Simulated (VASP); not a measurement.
# Lu4C3 (Pm-3m) in VASP: notebook

Lu4C3 is run at these levels: PBE; tasks: relaxation of cell and atoms, single point.

Program: VASP 6.6.1. These are calculated values, not measurements. Logs are shortened: lines on timing, memory, paths and dates and some standing lists are left out, and cuts for length are marked.

## 1. The cell of the first run

It takes space group Pm-3m (No. 221, cubic). The conventional cell has a = 4.896 Å, b = 4.896 Å, c = 4.896 Å, α = 90.00°, β = 90.00°, γ = 90.00°. Lu (site symmetry 4/mmm) has 4 C at 2.45 Å within 3.2 Å. Lu (site symmetry m-3m) has 6 C at 2.45 Å within 3.2 Å. C (site symmetry 4/mmm) has 6 Lu at 2.45 Å within 3.2 Å.

## 2. Relaxation of cell and atoms, PBE

Input file INCAR:

```
SYSTEM = Lu4C3
PREC = Accurate
ENCUT = 600
EDIFF = 1E-7
ISMEAR = 0
SIGMA = 0.1
LREAL = .False.
LASPH = .True.
NELM = 100
ALGO = Normal
ISIF = 3
LWAVE = .False.
LCHARG = .False.
GGA = PE
IBRION = 2
NSW = 100
EDIFFG = -0.01
```

Input file KPOINTS:

```
Automatic mesh
0
Gamma
  8 8 8
  0 0 0
```

Input file POSCAR:

```
Lu4C3
1.0
    4.8962447362      0.0000000000      0.0000000000
    0.0000000000      4.8962447362      0.0000000000
    0.0000000000      0.0000000000      4.8962447362
Lu C
4 3
Direct
    0.5000000000      0.0000000000      0.0000000000
    0.0000000000      0.5000000000      0.0000000000
    0.0000000000      0.0000000000      0.5000000000
    0.5000000000      0.5000000000      0.5000000000
    0.0000000000      0.5000000000      0.5000000000
    0.5000000000      0.0000000000      0.5000000000
    0.5000000000      0.5000000000      0.0000000000
```

Potentials or basis: VASP PAW PBE potentials, release 64 (Lu, C).

Launch:

```sh
$ cat potpaw_PBE.64/Lu/POTCAR potpaw_PBE.64/C/POTCAR > POTCAR
$ mpirun -np 1 vasp_std > vasp.out
```

OUTCAR:

```text
SYSTEM = Lu4C3
   PREC = Accurate
   ENCUT = 600
   EDIFF = 1E-7
   ISMEAR = 0
   LREAL = .False.
   LASPH = .True.
   NELM = 100
   ISIF = 3
   GGA = PE
   IBRION = 2
   NSW = 100
   EDIFFG = -0.01

 ion  position               nearest neighbor table
   1  0.500  0.000  0.000-   6 2.45   7 2.45   6 2.45   7 2.45   3 3.46   3 3.46   4 3.46   4 3.46
                             2 3.46   4 3.46   2 3.46   4 3.46   2 3.46   3 3.46   3 3.46   2 3.46
   2  0.000  0.500  0.000-   5 2.45   7 2.45   5 2.45   7 2.45   3 3.46   3 3.46   4 3.46   4 3.46
                             1 3.46   3 3.46   3 3.46   1 3.46   4 3.46   1 3.46   4 3.46   1 3.46
   3  0.000  0.000  0.500-   5 2.45   6 2.45   5 2.45   6 2.45   2 3.46   1 3.46   2 3.46   2 3.46
                             4 3.46   4 3.46   2 3.46   1 3.46   4 3.46   1 3.46   1 3.46   4 3.46
   4  0.500  0.500  0.500-   5 2.45   6 2.45   7 2.45   7 2.45   6 2.45   5 2.45   1 3.46   2 3.46
                             1 3.46   1 3.46   3 3.46   2 3.46   1 3.46   2 3.46   3 3.46   3 3.46
   5  0.000  0.500  0.500-   2 2.45   3 2.45   4 2.45   2 2.45   3 2.45   4 2.45
   6  0.500  0.000  0.500-   1 2.45   3 2.45   4 2.45   1 2.45   4 2.45   3 2.45
   7  0.500  0.500  0.000-   1 2.45   2 2.45   4 2.45   4 2.45   1 2.45   2 2.45

  LATTYP: Found a simple cubic cell.
 ALAT       =     4.8962447362

  Lattice vectors:

 A1 = (   4.8962447362,   0.0000000000,   0.0000000000)
 A2 = (   0.0000000000,   4.8962447362,   0.0000000000)
 A3 = (   0.0000000000,   0.0000000000,   4.8962447362)

Analysis of symmetry for initial positions (statically):
=====================================================================
 Subroutine PRICEL returns:
 Original cell was already a primitive cell.

 Routine SETGRP: Setting up the symmetry group for a
 simple cubic supercell.

 Subroutine GETGRP returns: Found 48 space group operations
 (whereof 48 operations were pure point group operations)
 out of a pool of 48 trial point group operations.

The static configuration has the point symmetry O_h .

Analysis of symmetry for dynamics (positions and initial velocities):
=====================================================================
 Subroutine PRICEL returns:
 Original cell was already a primitive cell.

 Routine SETGRP: Setting up the symmetry group for a
 simple cubic supercell.

 Subroutine GETGRP returns: Found 48 space group operations
 (whereof 48 operations were pure point group operations)
 out of a pool of 48 trial point group operations.

The dynamic configuration has the point symmetry O_h .

 Subroutine INISYM returns: Found 48 space group operations
 (whereof 48 operations are pure point group operations),
 and found     1 'primitive' translations

----------------------------------------------------------------------------------------

                                     Primitive cell

  volume of cell :     117.3787

  direct lattice vectors                    reciprocal lattice vectors
     4.896244736  0.000000000  0.000000000     0.204238157  0.000000000  0.000000000
     0.000000000  4.896244736  0.000000000     0.000000000  0.204238157  0.000000000
     0.000000000  0.000000000  4.896244736     0.000000000  0.000000000  0.204238157

  length of vectors
     4.896244736  4.896244736  4.896244736     0.204238157  0.204238157  0.204238157

  position of ions in fractional coordinates (direct lattice)
     0.500000000  0.000000000  0.000000000
     0.000000000  0.500000000  0.000000000
     0.000000000  0.000000000  0.500000000
     0.500000000  0.500000000  0.500000000
     0.000000000  0.500000000  0.500000000
     0.500000000  0.000000000  0.500000000
     0.500000000  0.500000000  0.000000000

  ion indices of the primitive-cell ions
   primitive index   ion index
                 1           1
                 2           2
                 3           3
                 4           4
                 5           5
                 6           6
                 7           7

----------------------------------------------------------------------------------------

 KPOINTS: Automatic mesh

Automatic generation of k-mesh.
 Grid dimensions read from file:
 generate k-points for:    8    8    8

 Generating k-lattice:

  Cartesian coordinates                     Fractional coordinates (reciprocal lattice)
     0.025529770  0.000000000  0.000000000     0.125000000  0.000000000  0.000000000
     0.000000000  0.025529770  0.000000000     0.000000000  0.125000000  0.000000000
     0.000000000  0.000000000  0.025529770     0.000000000  0.000000000  0.125000000

  Length of vectors
     0.025529770  0.025529770  0.025529770

  Shift w.r.t. Gamma in fractional coordinates (k-lattice)
     0.000000000  0.000000000  0.000000000

 Subroutine IBZKPT returns following result:
 ===========================================

 Found     35 irreducible k-points:

 Following reciprocal coordinates:
            Coordinates               Weight
  0.000000  0.000000  0.000000      1.000000
  0.125000  0.000000  0.000000      6.000000
  0.250000  0.000000  0.000000      6.000000
  0.375000  0.000000  0.000000      6.000000
  0.500000  0.000000  0.000000      3.000000
  0.125000  0.125000  0.000000     12.000000
[... 16 lines left out ...]
  0.375000  0.375000  0.125000     24.000000
  0.500000  0.375000  0.125000     24.000000
 [... further k-points ...]
   k-points           NKPTS =     35   k-points in BZ     NKDIM =     35   number of bands    NBANDS=     67
   number of dos      NEDOS =    301   number of ions     NIONS =      7
   total plane-waves  NPLWV =  64000
   dimension x,y,z NGX =    40 NGY =   40 NGZ =   40
   dimension x,y,z NGXF=    80 NGYF=   80 NGZF=   80
   ions per type =               4   3
   NGX,Y,Z   is equivalent  to a cutoff of  13.58, 13.58, 13.58 a.u.
   NGXF,Y,Z  is equivalent  to a cutoff of  27.16, 27.16, 27.16 a.u.
 SYSTEM =  Lu4C3
   PREC   = accura    normal or accurate (medium, high low for compatibility)
   ISTART =      0    job   : 0-new  1-cont  2-samecut
   ICHARG =      2    charge: 1-file 2-atom 10-const
   ISPIN  =      1    spin polarized calculation?
   LNONCOLLINEAR =      F non collinear calculations
   LSORBIT =      F    spin-orbit coupling
   LASPH  =      T    aspherical Exc in radial PAW
   ENCUT  =  600.0 eV  44.10 Ry    6.64 a.u.   9.78  9.78  9.78*2*pi/ulx,y,z
   NELM   =    100;   NELMIN=  2; NELMDL= -5     # of ELM steps
   EDIFF  = 0.1E-06   stopping-criterion for ELM
   LREAL  =      F    real-space projection
   EDIFFG = -.1E-01   stopping-criterion for IOM
   NSW    =    100    number of steps for IOM
   IBRION =      2    ionic relax: 0-MD 1-quasi-New 2-CG
   NFREE  =      1    steps in history (QN), initial steepest desc. (CG)
   ISIF   =      3    stress and relaxation
   ISYM   =      2    0-nonsym 1-usesym 2-fastsym
   POTIM  = 0.5000    time-step for ionic-motion
   TEBEG  =    0.0;   TEEND  =   0.0 temperature during run
   PSTRESS=    0.0 pullay stress
   NELECT =     112.0000    total number of electrons
   NUPDOWN=      -1.0000    fix difference up-down
   EMIN   =  10.00;   EMAX   =-10.00  energy-range for DOS
   EFERMI =   0.00;   METHOD = LEGACY
   ISMEAR =     0;   SIGMA  =   0.10  broadening in eV -4-tet -1-fermi 0-gaus
   EFERMI_NEDOS =   21; number of points for ismear=-14 and -15
   IALGO  =     38    algorithm
   IMIX   =      4    mixing-type and parameters
     AMIX     =   0.40;   BMIX     =  1.00
     AMIX_MAG =   1.60;   BMIX_MAG =  1.00
  volume/ion in A,a.u.               =      16.77       113.16
  Fermi-wavevector in a.u.,A,eV,Ry     =   1.611701  3.045673 35.342209  2.597579
  Thomas-Fermi vector in A             =   2.707049
   LORBIT       =      0    0 simple, 1 ext, 2 COOP (PROOUT), +10 PAW based schemes
   GGA     = PE    functional components
   LHFCALC =     F    Hartree Fock is set to
   AEXX    =    0.0000 exact exchange contribution
   IVDW    =     0    specifies the selected vdW correction
   LEPSILON=     F    determine dielectric tensor
   LRPA    =     F    only Hartree local field effects (RPA)
 conjugate gradient relaxation of ions
 non-spin polarized calculation
 Gauss-broadening in eV      SIGMA  =   0.10
  energy-cutoff  :      600.00
  volume of cell :      117.38
 maximum number of plane-waves:      3952
 NGX is ok and might be reduce to    40
   NGX = 19   NGY = 19   NGZ = 19

--------------------------------------- Ionic step        1  -------------------------------------------

 number of electron     111.9999988 magnetization

 Free energy of the ion-electron system (eV)
  ---------------------------------------------------
  ext. energy  EPLUGINS =         0.00000000
  ---------------------------------------------------
  free energy    TOTEN  =       -47.29502192 eV

  energy without entropy =      -47.27136604  energy(sigma->0) =      -47.28319398

------------------------ aborting loop because EDIFF is reached ----------------------------------------

  FORCE on cell =-STRESS in cart. coord.  units (eV):
  Direction    XX          YY          ZZ          XY          YZ          ZX
  --------------------------------------------------------------------------------------
  -------------------------------------------------------------------------------------
  Total        0.1062533      0.1062533      0.1062533      0.0000000     -0.0000000      0.0000000
  in kB        1.4503191      1.4503191      1.4503191      0.0000000     -0.0000000      0.0000000
  external PRESSURE =       1.4503191 kB  Pullay stress =       0.0000000 kB
[... 67 lines left out ...]
  energy  without entropy=      -47.2713350577  energy(sigma->0) =      -47.28318717

--------------------------------------- Ionic step        3  -------------------------------------------

 number of electron     111.9999984 magnetization

 Free energy of the ion-electron system (eV)
  ---------------------------------------------------
  ext. energy  EPLUGINS =         0.00000000
  ---------------------------------------------------
  free energy    TOTEN  =       -47.29508285 eV

  energy without entropy =      -47.27140125  energy(sigma->0) =      -47.28324205

 E-fermi :   2.6153     XC(G=0): -11.6903

 val. band max:        2.6107592597   @ k =   0.2500   0.1250   0.0000
 cond. band min:       2.6283784542   @ k =   0.2500   0.2500   0.0000
 fundamental gap:      0.0176191945
 Fermi energy:         2.6152828795

 k-point     1 :       0.0000    0.0000    0.0000
  band No.  band energies     occupation
      1     -52.3338      2.00000
      2     -52.3035      2.00000
      3     -52.3035      2.00000
      4     -51.4261      2.00000
      5     -23.3364      2.00000
      6     -23.3364      2.00000
[... 1669 lines left out ...]
     66       8.7219      0.00000
     67       8.8461      0.00000

 [... further k-points ...]
[... 5 lines left out ...]
  --------------------------------------------------------------------------------------
  -------------------------------------------------------------------------------------
  Total       -0.0017519     -0.0017519     -0.0017519      0.0000000      0.0000000     -0.0000000
  in kB       -0.0238842     -0.0238842     -0.0238842      0.0000000      0.0000000     -0.0000000
  external PRESSURE =      -0.0238842 kB  Pullay stress =       0.0000000 kB
[... 22 lines left out ...]
  FREE ENERGIE OF THE ION-ELECTRON SYSTEM (eV)
  ---------------------------------------------------
  free  energy   TOTEN  =       -47.2950828550 eV

  energy  without entropy=      -47.2714012467  energy(sigma->0) =      -47.28324205

 reached required accuracy - stopping structural energy minimisation
```

It took 9.1 min on 1 thread of Intel Xeon 6975P-C (Granite Rapids), shared host; peak memory 0.42 GiB.

Results:

| Quantity | Value |
| --- | --- |
| Free energy | -47.2951 eV |
| Relaxed volume | 16.79 Å³/atom |
| Relaxed cell | a = 4.898 Å, b = 4.898 Å, c = 4.898 Å, α = 90.00°, β = 90.00°, γ = 90.00° |
| Space group after relaxing (to 0.05 Å) | Pm-3m (No. 221) |
| Energy gained by relaxing | 0.0 meV/atom |
| Ionic steps | 3 |
| Pressure after relaxing | 0.0 GPa |
| Band gap on the k mesh | zero (band 56 reaches 3.57 eV, above the bottom of band 57 at 2.36 eV) |

Final structure:
```
CELL_PARAMETERS angstrom
4.89816 0.00000 0.00000
0.00000 4.89816 0.00000
0.00000 0.00000 4.89816
ATOMIC_POSITIONS crystal
Lu 0.50000 0.00000 0.00000
Lu 0.00000 0.50000 0.00000
Lu 0.00000 0.00000 0.50000
Lu 0.50000 0.50000 0.50000
C 0.00000 0.50000 0.50000
C 0.50000 0.00000 0.50000
C 0.50000 0.50000 0.00000
```

Caveat: spin-orbit coupling is left out, which moves the levels of the heavy elements.

## 3. Single point, PBE

Input file INCAR:

```
SYSTEM = Lu4C3
  PREC = Accurate
  ENCUT = 520
  EDIFF = 1E-6
  ISMEAR = 0
  SIGMA = 0.1
  LREAL = .False.
  LASPH = .True.
  NELM = 100
  ALGO = Normal
  ISIF = 2
  LWAVE = .False.
  LCHARG = .False.
  GGA = PE
  NBANDS = 65
```

Input file KPOINTS:

```
Automatic mesh
0
Gamma
  4 4 4
  0 0 0
```

POSCAR is that of step 2.

Potentials or basis: VASP PAW PBE potentials, release 64 (Lu, C).

Launch:

```sh
$ cat potpaw_PBE.64/Lu/POTCAR potpaw_PBE.64/C/POTCAR > POTCAR
$ mpirun -np 1 vasp_std > vasp.out
```

Wall time 43 s (1 thread of Intel Xeon 6975P-C (Granite Rapids), shared host); peak memory 0.23 GiB.

The run converged. Its results:

- Free energy: -47.2001 eV
- Pressure: 0.5 GPa
- Band gap on the k mesh: zero (band 56 reaches 3.50 eV, above the bottom of band 57 at 2.38 eV)

Levels at points of the mesh, in eV from the Fermi level:
```
           k point  band 52  band 53  band 54  band 55  band 56  band 57  band 58  band 59  band 60  band 61
(0.00, 0.00, 0.00)     0.23     0.23     0.23     0.94     0.94     0.94     1.60     1.60     1.60     3.29
(0.50, 0.00, 0.00)    -1.21    -0.57    -0.57    -0.56     0.86     0.86     1.31     1.60     2.65     2.98
(0.50, 0.50, 0.00)    -1.00    -0.92    -0.92    -0.86    -0.80     0.18     1.30     2.19     2.19     5.20
(0.50, 0.50, 0.50)    -1.36    -1.36    -1.36    -1.14    -1.14     0.86     1.81     1.81     1.81     6.63
```

Caveat: spin-orbit coupling is left out, which moves the levels of the heavy elements.

## 4. Relaxation of cell and atoms, PBE

This run uses another cell than the first one, of 19.93 Å³/atom, 1.189 times its volume.

Input file INCAR:

```
PREC = Accurate ; ENCUT = 600
EDIFF = 1E-6 ; ISMEAR = 0
SIGMA = 0.1 ; LREAL = False
LASPH = True ; NELM = 100
ALGO = Normal ; ISIF = 3
LWAVE = False ; LCHARG = False
GGA = PE ; IBRION = 2
NSW = 90 ; EDIFFG = -0.04
```

Input file KPOINTS:

```
regular mesh
0
Gamma
  4 4 4
```

POSCAR: that of step 3 with these lines changed.

```diff
@@ -2,5 +2,5 @@
 1.0
-    4.8962447362      0.0000000000      0.0000000000
-    0.0000000000      4.8962447362      0.0000000000
-    0.0000000000      0.0000000000      4.8962447362
+    5.1866818800      0.0000000000      0.0000000000
+    0.0000000000      5.1866818800      0.0000000000
+    0.0000000000      0.0000000000      5.1866818800
 Lu C
```

Launch:

```sh
$ cat potpaw_PBE.64/Lu/POTCAR potpaw_PBE.64/C/POTCAR > POTCAR
$ mpirun -np 1 vasp_std > vasp.out
```

Wall time 5 min (1 thread of Intel Xeon 6975P-C (Granite Rapids), shared host); peak memory 0.33 GiB.

Results (log left out):

| Item | Value |
| --- | --- |
| Free energy | -47.2127 eV |
| Relaxed volume | 16.81 Å³/atom |
| Relaxed cell | a = 4.900 Å, b = 4.900 Å, c = 4.900 Å, α = 90.00°, β = 90.00°, γ = 90.00° |
| Space group after relaxing (to 0.05 Å) | Pm-3m (No. 221) |
| Energy gained by relaxing | 157.8 meV/atom |
| Ionic steps | 4 |
| Pressure after relaxing | 0.2 GPa |
| Band gap on the k mesh | zero (band 56 reaches 3.48 eV, above the bottom of band 57 at 2.37 eV) |

Step by step:
```tsv
step	energy change (eV)	largest force (eV/Å)	pressure (GPa)	volume (Å³)
1	0.0000	0.0000	-14.30	139.53
2	-0.6334	0.0000	14.75	106.60
3	-1.1047	0.0000	-0.38	118.07
4	-1.1046	0.0000	0.21	117.67
```

Final structure:
```cif
data_structure
_symmetry_space_group_name_H-M 'P 1'
_symmetry_Int_Tables_number 1
_cell_length_a 4.9002
_cell_length_b 4.9002
_cell_length_c 4.9002
_cell_angle_alpha 90.000
_cell_angle_beta 90.000
_cell_angle_gamma 90.000
_cell_volume 117.67
loop_
_atom_site_label
_atom_site_type_symbol
_atom_site_fract_x
_atom_site_fract_y
_atom_site_fract_z
_atom_site_occupancy
Lu1 Lu 0.50000 0.00000 0.00000 1
Lu2 Lu 0.00000 0.50000 0.00000 1
Lu3 Lu 0.00000 0.00000 0.50000 1
Lu4 Lu 0.50000 0.50000 0.50000 1
C1 C 0.00000 0.50000 0.50000 1
C2 C 0.50000 0.00000 0.50000 1
C3 C 0.50000 0.50000 0.00000 1
```

Levels at points of the mesh, in eV from the Fermi level:
```
           k point  band 54  band 55  band 56  band 57  band 58  band 59
(0.00, 0.00, 0.00)     0.23     0.94     0.94     0.94     1.60     1.60
(0.50, 0.00, 0.00)    -0.57    -0.56     0.86     0.86     1.31     1.60
(0.50, 0.50, 0.00)    -0.92    -0.85    -0.79     0.18     1.30     2.19
(0.50, 0.50, 0.50)    -1.35    -1.14    -1.14     0.86     1.81     1.81
```

Caveat: the volume moved by over 15 % at a fixed basis, so the end points are rough; spin-orbit coupling is left out, which moves the levels of the heavy elements.

## 5. The runs side by side

| task | cell | k mesh | cutoff (eV) | gap on the mesh (eV) | pressure (GPa) | relaxed volume (Å³/atom) |
| --- | --- | --- | --- | --- | --- | --- |
| relaxation of cell and atoms | relaxed from a = 4.896 Å, 7 atoms | 8 × 8 × 8 | 600 | none | 0.0 | 16.79 |
| single point | a = 4.896 Å, 7 atoms | 4 × 4 × 4 | 520 | none | 0.5 | - |
| relaxation of cell and atoms | relaxed from a = 5.187 Å, 7 atoms | 4 × 4 × 4 | 600 | none | 0.2 | 16.81 |

Alike in all rows: level PBE; potentials or basis VASP PAW PBE potentials, release 64 (Lu, C); no spin polarisation; smearing gaussian 0.1 eV.

Caveats: spin-orbit coupling is left out, which moves the levels of the heavy elements; the volume moved by over 15 % at a fixed basis, so the end points are rough (some runs).

Absolute energies hang on the potentials; compare differences alone.
